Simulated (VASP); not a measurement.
# MgAu4 (Pm-3m) in VASP: notebook, part 2 of 2

VASP 6.6.1. The steps go on from the part before.

## 4. Single point, PBE

This run uses another cell than the first one, of 37.17 Å³/atom, 1.609 times its volume.

Contents of INCAR:

```
PREC     = Accurate       # precision mode
ENCUT    = 520            # plane-wave cutoff, eV
EDIFF    = 1E-6           # SCF threshold, eV
ISMEAR   = 0              # smearing method
SIGMA    = 0.1            # smearing width, eV
LREAL    = F              # projectors in reciprocal space
LASPH    = T              # aspherical terms in the spheres
NELM     = 60             # most SCF steps
ALGO     = Fast           # electronic algorithm
ISIF     = 2              # what is computed and relaxed
LWAVE    = F              # write WAVECAR
LCHARG   = F              # write CHGCAR
GGA      = PE             # functional
NBANDS   = 31             # bands
```

Contents of KPOINTS:

```
Automatic mesh
0
Gamma
  4 4 4
```

Contents of POSCAR:

```
MgAu4
1.0
    5.7065238200      0.0000000000      0.0000000000
    0.0000000000      5.7065238200      0.0000000000
    0.0000000000      0.0000000000      5.7065238200
Mg Au
1 4
Direct
    0.0000000000      0.0000000000      0.0000000000
    0.5000000000      0.0000000000      0.0000000000
    0.0000000000      0.5000000000      0.0000000000
    0.0000000000      0.0000000000      0.5000000000
    0.5000000000      0.5000000000      0.5000000000
```

Potentials or basis: VASP PAW PBE potentials, release 64 (Mg, Au).

Run with:

```console
> cat potpaw_PBE.64/Mg/POTCAR potpaw_PBE.64/Au/POTCAR > POTCAR
> mpirun -np 1 vasp_std > vasp.out
```

OUTCAR:

```text
PREC = Accurate
   ENCUT = 520
   EDIFF = 1E-6
   ISMEAR = 0
   LREAL = F
   LASPH = T
   NELM = 60
   ISIF = 2
   GGA = PE

 ion  position               nearest neighbor table
   1  0.000  0.000  0.000-   2 2.85   3 2.85   4 2.85   4 2.85   3 2.85   2 2.85
   2  0.500  0.000  0.000-   1 2.85   1 2.85
   3  0.000  0.500  0.000-   1 2.85   1 2.85
   4  0.000  0.000  0.500-   1 2.85   1 2.85
   5  0.500  0.500  0.500-

  LATTYP: Found a simple cubic cell.
 ALAT       =     5.7065238200

  Lattice vectors:

 A1 = (   5.7065238200,   0.0000000000,   0.0000000000)
 A2 = (   0.0000000000,   5.7065238200,   0.0000000000)
 A3 = (   0.0000000000,   0.0000000000,   5.7065238200)

Analysis of symmetry for initial positions (statically):
=====================================================================
 Subroutine PRICEL returns:
 Original cell was already a primitive cell.

 Routine SETGRP: Setting up the symmetry group for a
 simple cubic supercell.

 Subroutine GETGRP returns: Found 48 space group operations
 (whereof 48 operations were pure point group operations)
 out of a pool of 48 trial point group operations.

The static configuration has the point symmetry O_h .

Analysis of symmetry for dynamics (positions and initial velocities):
=====================================================================
 Subroutine PRICEL returns:
 Original cell was already a primitive cell.

 Routine SETGRP: Setting up the symmetry group for a
 simple cubic supercell.

 Subroutine GETGRP returns: Found 48 space group operations
 (whereof 48 operations were pure point group operations)
 out of a pool of 48 trial point group operations.

The dynamic configuration has the point symmetry O_h .

 Subroutine INISYM returns: Found 48 space group operations
 (whereof 48 operations are pure point group operations),
 and found     1 'primitive' translations

----------------------------------------------------------------------------------------

                                     Primitive cell

  volume of cell :     185.8296

  direct lattice vectors                    reciprocal lattice vectors
     5.706523820  0.000000000  0.000000000     0.175238031  0.000000000  0.000000000
     0.000000000  5.706523820  0.000000000     0.000000000  0.175238031  0.000000000
     0.000000000  0.000000000  5.706523820     0.000000000  0.000000000  0.175238031

  length of vectors
     5.706523820  5.706523820  5.706523820     0.175238031  0.175238031  0.175238031

  position of ions in fractional coordinates (direct lattice)
     0.000000000  0.000000000  0.000000000
     0.500000000  0.000000000  0.000000000
     0.000000000  0.500000000  0.000000000
     0.000000000  0.000000000  0.500000000
     0.500000000  0.500000000  0.500000000

  ion indices of the primitive-cell ions
   primitive index   ion index
                 1           1
                 2           2
                 3           3
                 4           4
                 5           5

----------------------------------------------------------------------------------------

[... 23 lines left out ...]

 Following reciprocal coordinates:
            Coordinates               Weight
  0.000000  0.000000  0.000000      1.000000
  0.250000  0.000000  0.000000      6.000000
  0.500000  0.000000  0.000000      3.000000
  0.250000  0.250000  0.000000     12.000000
  0.500000  0.250000  0.000000     12.000000
  0.500000  0.500000  0.000000      3.000000
  0.250000  0.250000  0.250000      8.000000
  0.500000  0.250000  0.250000     12.000000
  0.500000  0.500000  0.250000      6.000000
  0.500000  0.500000  0.500000      1.000000
   k-points           NKPTS =     10   k-points in BZ     NKDIM =     10   number of bands    NBANDS=     31
   number of dos      NEDOS =    301   number of ions     NIONS =      5
   total plane-waves  NPLWV =  74088
   dimension x,y,z NGX =    42 NGY =   42 NGZ =   42
   dimension x,y,z NGXF=    84 NGYF=   84 NGZF=   84
   ions per type =               1   4
   NGX,Y,Z   is equivalent  to a cutoff of  12.24, 12.24, 12.24 a.u.
   NGXF,Y,Z  is equivalent  to a cutoff of  24.47, 24.47, 24.47 a.u.
 SYSTEM =  unknown system
   PREC   = accura    normal or accurate (medium, high low for compatibility)
   ISTART =      0    job   : 0-new  1-cont  2-samecut
   ICHARG =      2    charge: 1-file 2-atom 10-const
   ISPIN  =      1    spin polarized calculation?
   LNONCOLLINEAR =      F non collinear calculations
   LSORBIT =      F    spin-orbit coupling
   LASPH  =      T    aspherical Exc in radial PAW
   ENCUT  =  520.0 eV  38.22 Ry    6.18 a.u.  10.61 10.61 10.61*2*pi/ulx,y,z
   NELM   =     60;   NELMIN=  2; NELMDL= -5     # of ELM steps
   EDIFF  = 0.1E-05   stopping-criterion for ELM
   LREAL  =      F    real-space projection
   EDIFFG = 0.1E-04   stopping-criterion for IOM
   NSW    =      0    number of steps for IOM
   IBRION =     -1    ionic relax: 0-MD 1-quasi-New 2-CG
   NFREE  =      0    steps in history (QN), initial steepest desc. (CG)
   ISIF   =      2    stress and relaxation
   ISYM   =      2    0-nonsym 1-usesym 2-fastsym
   POTIM  = 0.5000    time-step for ionic-motion
   TEBEG  =    0.0;   TEEND  =   0.0 temperature during run
   PSTRESS=    0.0 pullay stress
   NELECT =      46.0000    total number of electrons
   NUPDOWN=      -1.0000    fix difference up-down
   EMIN   =  10.00;   EMAX   =-10.00  energy-range for DOS
   EFERMI =   0.00;   METHOD = LEGACY
   ISMEAR =     0;   SIGMA  =   0.10  broadening in eV -4-tet -1-fermi 0-gaus
   EFERMI_NEDOS =   21; number of points for ismear=-14 and -15
   IALGO  =     68    algorithm
   IMIX   =      4    mixing-type and parameters
     AMIX     =   0.40;   BMIX     =  1.00
     AMIX_MAG =   1.60;   BMIX_MAG =  1.00
  volume/ion in A,a.u.               =      37.17       250.81
  Fermi-wavevector in a.u.,A,eV,Ry     =   1.027912  1.942471 14.375949  1.056602
  Thomas-Fermi vector in A             =   2.161881
   LORBIT       =      0    0 simple, 1 ext, 2 COOP (PROOUT), +10 PAW based schemes
   GGA     = PE    functional components
   LHFCALC =     F    Hartree Fock is set to
   AEXX    =    0.0000 exact exchange contribution
   IVDW    =     0    specifies the selected vdW correction
   LEPSILON=     F    determine dielectric tensor
   LRPA    =     F    only Hartree local field effects (RPA)
 non-spin polarized calculation
 RMM-DIIS sequential band-by-band and
 Gauss-broadening in eV      SIGMA  =   0.10
  energy-cutoff  :      520.00
  volume of cell :      185.83
 maximum number of plane-waves:      5056
   NGX = 21   NGY = 21   NGZ = 21

 number of electron      45.9999984 magnetization

 Free energy of the ion-electron system (eV)
  ---------------------------------------------------
  ext. energy  EPLUGINS =         0.00000000
  ---------------------------------------------------
  free energy    TOTEN  =        -9.23385228 eV

  energy without entropy =       -9.21283315  energy(sigma->0) =       -9.22334271

 E-fermi :   0.2477     XC(G=0):  -8.0176

 val. band max:        0.2075950829   @ k =   0.5000   0.5000   0.2500
 cond. band min:       0.6270180731   @ k =   0.5000   0.2500   0.2500
 fundamental gap:      0.4194229902
 Fermi energy:         0.2477141524

 k-point     1 :       0.0000    0.0000    0.0000
  band No.  band energies     occupation
      1      -4.3543      2.00000
      2      -2.3690      2.00000
      3      -2.2445      2.00000
      4      -2.2445      2.00000
      5      -2.2445      2.00000
      6      -2.0133      2.00000
[... 329 lines left out ...]
     30       7.8390      0.00000
     31       9.4074      0.00000

------------------------ aborting loop because EDIFF is reached ----------------------------------------

  FORCE on cell =-STRESS in cart. coord.  units (eV):
  Direction    XX          YY          ZZ          XY          YZ          ZX
  --------------------------------------------------------------------------------------
  -------------------------------------------------------------------------------------
  Total       -7.0554108     -7.0554108     -7.0554108      0.0000000     -0.0000000      0.0000000
  in kB      -60.8300237    -60.8300237    -60.8300237      0.0000000     -0.0000000      0.0000000
  external PRESSURE =     -60.8300237 kB  Pullay stress =       0.0000000 kB

 VOLUME and BASIS-vectors are now :
 -----------------------------------------------------------------------------
  energy-cutoff  :      520.00
  volume of cell :      185.83
      direct lattice vectors                 reciprocal lattice vectors
     5.706523820  0.000000000  0.000000000     0.175238031  0.000000000  0.000000000
     0.000000000  5.706523820  0.000000000     0.000000000  0.175238031  0.000000000
     0.000000000  0.000000000  5.706523820     0.000000000  0.000000000  0.175238031

 POSITION                                       TOTAL-FORCE (eV/Angst)
 -----------------------------------------------------------------------------------
      0.00000      0.00000      0.00000         0.000000      0.000000      0.000000
      2.85326      0.00000      0.00000         0.000000      0.000000      0.000000
      0.00000      2.85326      0.00000         0.000000      0.000000      0.000000
      0.00000      0.00000      2.85326         0.000000      0.000000      0.000000
      2.85326      2.85326      2.85326         0.000000      0.000000      0.000000
 -----------------------------------------------------------------------------------
    total drift:                                0.000000      0.000000     -0.000000

  FREE ENERGIE OF THE ION-ELECTRON SYSTEM (eV)
  ---------------------------------------------------
  free  energy   TOTEN  =        -9.2338522774 eV

  energy  without entropy=       -9.2128331507  energy(sigma->0) =       -9.22334271
```

It took 33 s on 1 thread of AMD EPYC 9R45 (Zen 5), shared host; peak memory 0.24 GiB.

Results:

* Free energy: -9.2339 eV
* Pressure: -6.1 GPa
* Band gap on the k mesh: zero (band 23 reaches 0.90 eV, above the bottom of band 24 at -0.06 eV)

Caveat: spin-orbit coupling is left out, which moves the levels of the heavy elements.

## 5. Overview

| task | cell | k mesh | cutoff (eV) | gap on the mesh (eV) | pressure (GPa) |
| --- | --- | --- | --- | --- | --- |
| single point | a = 4.869 Å, 5 atoms | 8 × 8 × 8 | 520 | none | 0.0 |
| relaxation of cell and atoms | relaxed from a = 4.872 Å, 5 atoms | 8 × 8 × 8 | 600 | none | 0.0 |
| single point | a = 5.707 Å, 5 atoms | 4 × 4 × 4 | 520 | none | -6.1 |

Alike in all rows: level PBE; potentials or basis VASP PAW PBE potentials, release 64 (Mg, Au); no spin polarisation; smearing gaussian 0.1 eV.

Caveats: spin-orbit coupling is left out, which moves the levels of the heavy elements; the relaxation stopped at its first step, so nothing moved (some runs).

Total energies depend on the potentials used, so only differences within one code and one set of settings carry meaning.
